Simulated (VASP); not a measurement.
# Ge (Cmm2) in VASP: relaxation of cell and atoms with PBE

Aim: the relaxation of cell and atoms of Ge with PBE.

Program: VASP 6.6.1. These are calculated values, not measurements. Logs are shortened: lines on timing, memory, paths and dates and some standing lists are left out, and cuts for length are marked.

### Step 1. The cell of the first run

It takes space group Cmm2 (No. 35, orthorhombic). The conventional cell has a = 5.426 Å, b = 6.850 Å, c = 6.102 Å, α = 90.00°, β = 90.00°, γ = 90.00°. Within 2.6 Å of Ge (site symmetry m) lie 5 Ge at 1.95 to 2.58 Å. Within 2.8 Å of Ge (site symmetry m) lie 6 Ge at 2.14 to 2.71 Å.

The cell was generated, and may not be a known phase.

### Step 2. Relaxation of cell and atoms, PBE

INCAR

```
PREC = Accurate
ENCUT = 600
EDIFF = 1E-6
ISMEAR = 0
SIGMA = 0.1
LREAL = F
LASPH = T
NELM = 100
ALGO = Normal
ISIF = 3
LWAVE = F
LCHARG = F
GGA = PE
IBRION = 2
NSW = 90
EDIFFG = -0.04
```

KPOINTS

```
regular mesh
0
Gamma
  4 4 4
```

POSCAR

```
Ge
1.0
    2.7132020757     -3.4248322960      0.0000000000
    2.7132020757      3.4248322960      0.0000000000
    0.0000000000      0.0000000000      6.1023621443
Ge
4
Direct
    0.3200900000      0.3200900000      0.6600400000
    0.6799100000      0.6799100000      0.6600400000
    0.7500000000      0.2500000000      0.5220700000
    0.2500000000      0.7500000000      0.5220700000
```

Potentials or basis: VASP PAW PBE potentials, release 64 (Ge_d).

On the command line:

```
$ cat potpaw_PBE.64/Ge_d/POTCAR > POTCAR
$ mpirun -np 1 vasp_std > vasp.out
```

OUTCAR:

```text
PREC = Accurate
   ENCUT = 600
   EDIFF = 1E-6
   ISMEAR = 0
   LREAL = F
   LASPH = T
   NELM = 100
   ISIF = 3
   GGA = PE
   IBRION = 2
   NSW = 90
   EDIFFG = -0.04

 ion  position               nearest neighbor table
   1  0.320  0.320  0.660-   2 1.95   3 2.14   4 2.14   4 2.58   3 2.58
   2  0.680  0.680  0.660-   1 1.95   3 2.14   4 2.14   3 2.58   4 2.58
   3  0.750  0.250  0.522-   1 2.14   2 2.14   1 2.58   2 2.58   4 2.71   4 2.71
   4  0.250  0.750  0.522-   1 2.14   2 2.14   1 2.58   2 2.58   3 2.71   3 2.71

  LATTYP: Found a base centered orthorhombic cell.
 ALAT       =     5.4264041514
 B/A-ratio  =     1.2622842680
 C/A-ratio  =     1.1245683097

  Lattice vectors:

 A1 = (   2.7132020757,  -3.4248322960,   0.0000000000)
 A2 = (   2.7132020757,   3.4248322960,   0.0000000000)
 A3 = (   0.0000000000,   0.0000000000,   6.1023621443)

Analysis of symmetry for initial positions (statically):
=====================================================================
 Subroutine PRICEL returns:
 Original cell was already a primitive cell.

 Routine SETGRP: Setting up the symmetry group for a
 base centered orthorhombic supercell.

 Subroutine GETGRP returns: Found  4 space group operations
 (whereof  4 operations were pure point group operations)
 out of a pool of  8 trial point group operations.

The static configuration has the point symmetry C_2v.

Analysis of symmetry for dynamics (positions and initial velocities):
=====================================================================
 Subroutine PRICEL returns:
 Original cell was already a primitive cell.

 Routine SETGRP: Setting up the symmetry group for a
 base centered orthorhombic supercell.

 Subroutine GETGRP returns: Found  4 space group operations
 (whereof  4 operations were pure point group operations)
 out of a pool of  8 trial point group operations.

The dynamic configuration has the point symmetry C_2v.

 Subroutine INISYM returns: Found  4 space group operations
 (whereof  4 operations are pure point group operations),
 and found     1 'primitive' translations

----------------------------------------------------------------------------------------

                                     Primitive cell

  volume of cell :     113.4095

  direct lattice vectors                    reciprocal lattice vectors
     2.713202076 -3.424832296  0.000000000     0.184284099 -0.145992550  0.000000000
     2.713202076  3.424832296  0.000000000     0.184284099  0.145992550  0.000000000
     0.000000000  0.000000000  6.102362144     0.000000000  0.000000000  0.163870969

  length of vectors
     4.369318226  4.369318226  6.102362144     0.235105197  0.235105197  0.163870969

  position of ions in fractional coordinates (direct lattice)
     0.320090000  0.320090000  0.660040000
     0.679910000  0.679910000  0.660040000
     0.750000000  0.250000000  0.522070000
     0.250000000  0.750000000  0.522070000

  ion indices of the primitive-cell ions
   primitive index   ion index
                 1           1
                 2           2
                 3           3
                 4           4

----------------------------------------------------------------------------------------

 KPOINTS: regular mesh

Automatic generation of k-mesh.
 Grid dimensions read from file:
 generate k-points for:    4    4    4

 Generating k-lattice:

  Cartesian coordinates                     Fractional coordinates (reciprocal lattice)
     0.046071025 -0.036498137  0.000000000     0.250000000  0.000000000  0.000000000
     0.046071025  0.036498137  0.000000000     0.000000000  0.250000000  0.000000000
     0.000000000  0.000000000  0.040967742     0.000000000  0.000000000  0.250000000

  Length of vectors
     0.058776299  0.058776299  0.040967742

  Shift w.r.t. Gamma in fractional coordinates (k-lattice)
     0.000000000  0.000000000  0.000000000

 Subroutine IBZKPT returns following result:
 ===========================================

 Found     21 irreducible k-points:

 Following reciprocal coordinates:
            Coordinates               Weight
  0.000000  0.000000  0.000000      1.000000
  0.250000  0.000000  0.000000      4.000000
  0.500000  0.000000  0.000000      2.000000
  0.250000  0.250000  0.000000      2.000000
  0.500000  0.250000  0.000000      4.000000
 -0.250000  0.250000  0.000000      2.000000
[... 13 lines left out ...]
 -0.250000  0.250000  0.500000      2.000000
  0.500000  0.500000  0.500000      1.000000
   k-points           NKPTS =     21   k-points in BZ     NKDIM =     21   number of bands    NBANDS=     33
   number of dos      NEDOS =    301   number of ions     NIONS =      4
   total plane-waves  NPLWV =  64800
   dimension x,y,z NGX =    36 NGY =   36 NGZ =   50
   dimension x,y,z NGXF=    72 NGYF=   72 NGZF=  100
   ions per type =               4
   NGX,Y,Z   is equivalent  to a cutoff of  13.70, 13.70, 13.62 a.u.
   NGXF,Y,Z  is equivalent  to a cutoff of  27.39, 27.39, 27.24 a.u.
 SYSTEM =  unknown system
   PREC   = accura    normal or accurate (medium, high low for compatibility)
   ISTART =      0    job   : 0-new  1-cont  2-samecut
   ICHARG =      2    charge: 1-file 2-atom 10-const
   ISPIN  =      1    spin polarized calculation?
   LNONCOLLINEAR =      F non collinear calculations
   LSORBIT =      F    spin-orbit coupling
   LASPH  =      T    aspherical Exc in radial PAW
   ENCUT  =  600.0 eV  44.10 Ry    6.64 a.u.   8.73  8.73 12.19*2*pi/ulx,y,z
   NELM   =    100;   NELMIN=  2; NELMDL= -5     # of ELM steps
   EDIFF  = 0.1E-05   stopping-criterion for ELM
   LREAL  =      F    real-space projection
   EDIFFG = -.4E-01   stopping-criterion for IOM
   NSW    =     90    number of steps for IOM
   IBRION =      2    ionic relax: 0-MD 1-quasi-New 2-CG
   NFREE  =      1    steps in history (QN), initial steepest desc. (CG)
   ISIF   =      3    stress and relaxation
   ISYM   =      2    0-nonsym 1-usesym 2-fastsym
   POTIM  = 0.5000    time-step for ionic-motion
   TEBEG  =    0.0;   TEEND  =   0.0 temperature during run
   PSTRESS=    0.0 pullay stress
   NELECT =      56.0000    total number of electrons
   NUPDOWN=      -1.0000    fix difference up-down
   EMIN   =  10.00;   EMAX   =-10.00  energy-range for DOS
   EFERMI =   0.00;   METHOD = LEGACY
   ISMEAR =     0;   SIGMA  =   0.10  broadening in eV -4-tet -1-fermi 0-gaus
   EFERMI_NEDOS =   21; number of points for ismear=-14 and -15
   IALGO  =     38    algorithm
   IMIX   =      4    mixing-type and parameters
     AMIX     =   0.40;   BMIX     =  1.00
     AMIX_MAG =   1.60;   BMIX_MAG =  1.00
  volume/ion in A,a.u.               =      28.35       191.33
  Fermi-wavevector in a.u.,A,eV,Ry     =   1.293961  2.445231 22.780695  1.674334
  Thomas-Fermi vector in A             =   2.425573
   LORBIT       =      0    0 simple, 1 ext, 2 COOP (PROOUT), +10 PAW based schemes
   GGA     = PE    functional components
   LHFCALC =     F    Hartree Fock is set to
   AEXX    =    0.0000 exact exchange contribution
   IVDW    =     0    specifies the selected vdW correction
   LEPSILON=     F    determine dielectric tensor
   LRPA    =     F    only Hartree local field effects (RPA)
 conjugate gradient relaxation of ions
 non-spin polarized calculation
 Gauss-broadening in eV      SIGMA  =   0.10
  energy-cutoff  :      600.00
  volume of cell :      113.41
 maximum number of plane-waves:      3805
 NGX is ok and might be reduce to    36
   NGX = 17   NGY = 17   NGZ = 25

--------------------------------------- Ionic step        1  -------------------------------------------

 number of electron      55.9999982 magnetization

 Free energy of the ion-electron system (eV)
  ---------------------------------------------------
  ext. energy  EPLUGINS =         0.00000000
  ---------------------------------------------------
  free energy    TOTEN  =        -9.08520667 eV

  energy without entropy =       -9.07875859  energy(sigma->0) =       -9.08198263

------------------------ aborting loop because EDIFF is reached ----------------------------------------

  FORCE on cell =-STRESS in cart. coord.  units (eV):
  Direction    XX          YY          ZZ          XY          YZ          ZX
  --------------------------------------------------------------------------------------
  -------------------------------------------------------------------------------------
  Total       36.2097472     32.4659324      7.4958936      0.0000000      0.0000000      0.0000000
  in kB      511.5483062    458.6580691    105.8972228      0.0000000      0.0000000      0.0000000
  external PRESSURE =     358.7011994 kB  Pullay stress =       0.0000000 kB
[... 95 lines left out ...]
  FREE ENERGIE OF THE ION-ELECTRON SYSTEM (eV)
  ---------------------------------------------------
  free  energy   TOTEN  =       -13.1507941143 eV

  energy  without entropy=      -13.1296184638  energy(sigma->0) =      -13.14020629

 E-fermi :  -0.9331     XC(G=0):  -5.9951

 val. band max:       -0.9785350824   @ k =   0.2500   0.0000   0.0000
 cond. band min:      -0.9179858670   @ k =   0.5000   0.0000   0.0000
 fundamental gap:      0.0605492154
 Fermi energy:        -0.9331250297

 k-point     1 :       0.0000    0.0000    0.0000
  band No.  band energies     occupation
      1     -25.3224      2.00000
      2     -25.3214      2.00000
      3     -25.3107      2.00000
      4     -25.3094      2.00000
      5     -25.2688      2.00000
      6     -25.2633      2.00000
[... 745 lines left out ...]
     32       2.0848      0.00000
     33       2.7622      0.00000

 E-fermi :   4.2094     XC(G=0):  -9.8699

 val. band max:        4.1589056842   @ k =   0.5000   0.2500   0.5000
 cond. band min:       4.2611285043   @ k =   0.5000   0.0000   0.0000
 fundamental gap:      0.1022228200
 Fermi energy:         4.2094149002

 k-point     1 :       0.0000    0.0000    0.0000
  band No.  band energies     occupation
      1     -20.3823      2.00000
      2     -20.3422      2.00000
      3     -20.3393      2.00000
      4     -20.3191      2.00000
      5     -20.3021      2.00000
      6     -20.2979      2.00000
[... 745 lines left out ...]
     32       8.7727      0.00000
     33      11.5552      0.00000

[... ionic steps 4 to 66 ...]

--------------------------------------- Ionic step       67  -------------------------------------------

 number of electron      55.9999985 magnetization

------------------------ aborting loop because EDIFF is reached ----------------------------------------

  FORCE on cell =-STRESS in cart. coord.  units (eV):
  Direction    XX          YY          ZZ          XY          YZ          ZX
  --------------------------------------------------------------------------------------
  -------------------------------------------------------------------------------------
  Total        0.4515583      0.3986434      0.4159929      0.0000000      0.0000000      0.0000000
  in kB        9.2454444      8.1620379      8.5172600      0.0000000      0.0000000      0.0000000
  external PRESSURE =       8.6415808 kB  Pullay stress =       0.0000000 kB
[... 61 lines left out ...]
  energy  without entropy=      -16.9951301044  energy(sigma->0) =      -16.99662011

--------------------------------------- Ionic step       69  -------------------------------------------

 number of electron      55.9999995 magnetization

 Free energy of the ion-electron system (eV)
  ---------------------------------------------------
  ext. energy  EPLUGINS =         0.00000000
  ---------------------------------------------------
  free energy    TOTEN  =       -17.00021466 eV

  energy without entropy =      -16.99695568  energy(sigma->0) =      -16.99858517

 E-fermi :   6.4624     XC(G=0): -11.0616

 val. band max:        6.4388233658   @ k =   0.5000   0.5000   0.0000
 cond. band min:       6.6258118786   @ k =   0.5000   0.5000   0.0000
 fundamental gap:      0.1869885128
 Fermi energy:         6.4624314130

 k-point     1 :       0.0000    0.0000    0.0000
  band No.  band energies     occupation
      1     -18.4453      2.00000
      2     -18.4449      2.00000
      3     -18.4408      2.00000
      4     -18.4156      2.00000
      5     -18.4100      2.00000
      6     -18.4097      2.00000
[... 776 lines left out ...]
  FREE ENERGIE OF THE ION-ELECTRON SYSTEM (eV)
  ---------------------------------------------------
  free  energy   TOTEN  =       -17.0002146585 eV

  energy  without entropy=      -16.9969556765  energy(sigma->0) =      -16.99858517

 reached required accuracy - stopping structural energy minimisation
```

It took 33 min on 1 thread of Intel Xeon 6975P-C (Granite Rapids), shared host; peak memory 0.3 GiB.

What came out:

```yaml
Free_energy: -17.0002 eV
Relaxed_volume: 19.76 Å³/atom
Relaxed_cell: a = 4.319 Å, b = 4.319 Å, c = 4.238 Å, α = 90.00°, β = 90.00°, γ = 91.60°
Space_group_after_relaxing_to_0.1_Å: Cmm2 (No. 35)
Energy_gained_by_relaxing: 1978.8 meV/atom
Ionic_steps: 69
Pressure_after_relaxing: 0.0 GPa
Largest_force_after_relaxing: 0.036 eV/Å
Band_gap_on_the_k_mesh: zero (bands 28 and 29 overlap by 2.33 eV)
```

Forces in eV/Å, atoms in the order of the input:
```
Ge  -0.016  0.000  0.032
Ge   0.016  0.000  0.032
Ge   0.000  0.015 -0.032
Ge   0.000 -0.015 -0.032
```

Step by step:
```csv
step,energy change (eV),largest force (eV/Å),pressure (GPa),volume (Å³)
1,0.0000,15.2738,35.87,113.41
3,-4.0656,1.5342,-3.60,235.85
5,-5.9190,0.4970,-2.50,163.84
7,-6.2308,0.6514,-0.06,148.46
9,-6.2495,0.6904,1.05,144.59
11,-6.4624,0.2432,-1.55,152.49
13,-6.5103,0.1725,0.03,146.60
15,-6.5480,0.1950,0.02,145.60
17,-6.5481,0.2901,0.68,142.43
19,-6.5634,0.1459,-0.01,144.48
21,-6.5673,0.0625,-0.48,145.18
23,-6.5746,0.1042,-0.18,142.97
25,-6.5747,0.1154,-0.08,142.56
27,-6.5792,0.0928,0.03,140.21
29,-6.5972,0.0504,-0.57,136.90
31,-6.6323,0.3424,-2.34,120.23
33,-6.6346,0.3531,-2.29,119.72
35,-6.6426,0.4134,-2.42,117.40
37,-6.6538,0.5204,-2.32,113.89
39,-6.7107,0.6433,-1.36,110.54
41,-6.7296,1.1481,3.66,97.82
43,-6.7984,0.8150,0.93,102.60
45,-6.9863,0.4881,0.70,95.81
47,-7.2036,0.9206,1.08,87.34
49,-7.5339,0.1552,-4.36,88.71
51,-7.6249,0.1876,-2.44,84.81
53,-7.6511,0.2066,-1.64,83.47
55,-7.7091,0.3799,0.93,79.51
57,-7.7383,0.5362,2.45,77.15
59,-7.7977,0.5555,2.22,77.67
61,-7.8017,0.5980,2.19,77.92
63,-7.8659,0.2708,-1.49,81.53
65,-7.9051,0.1236,-0.49,79.73
67,-7.9129,0.0458,0.86,78.25
69,-7.9150,0.0358,0.00,79.03
```

Final structure:
```
Ge
1.0
     3.01101   -3.09653    0.00000
     3.01101    3.09653    0.00000
     0.00000    0.00000    4.23794
Ge
4
Direct
  0.23765 0.23765 0.83461
  0.76235 0.76235 0.83461
  0.73543 0.26457 0.34750
  0.26457 0.73543 0.34750
```

Levels at points of the mesh, in eV from the Fermi level:
```csv
k point,band 24,band 25,band 26,band 27,band 28,band 29,band 30,band 31,band 32,band 33
"(0.00, 0.00, 0.00)",-5.77,-4.24,-4.12,-4.07,1.85,2.43,2.45,2.46,2.62,2.64
"(0.50, 0.00, 0.00)",-5.22,-2.34,-2.19,-2.03,-1.97,-0.28,-0.23,3.31,3.37,4.37
"(0.50, 0.50, 0.00)",-8.92,-0.73,-0.69,-0.68,-0.68,-0.09,-0.02,0.16,0.18,5.62
"(0.00, 0.00, 0.50)",-5.33,-2.41,-2.31,-1.96,-1.85,-0.48,-0.46,3.44,3.60,3.75
"(0.50, 0.00, 0.50)",-8.72,-1.16,-1.16,-0.86,-0.82,-0.39,-0.30,0.27,0.29,5.81
"(0.50, 0.50, 0.50)",-7.78,-5.43,-5.39,-5.35,-5.34,6.03,6.11,6.42,6.50,6.53
```

Caveat: the k points lie up to 0.37 Å⁻¹ apart in the final cell, too coarse for converged energies and pressures of a metal; the volume moved by over 15 % at a fixed basis, so the end points are rough.

The gap in the log of VASP goes by the Fermi energy; the results here count the filled bands.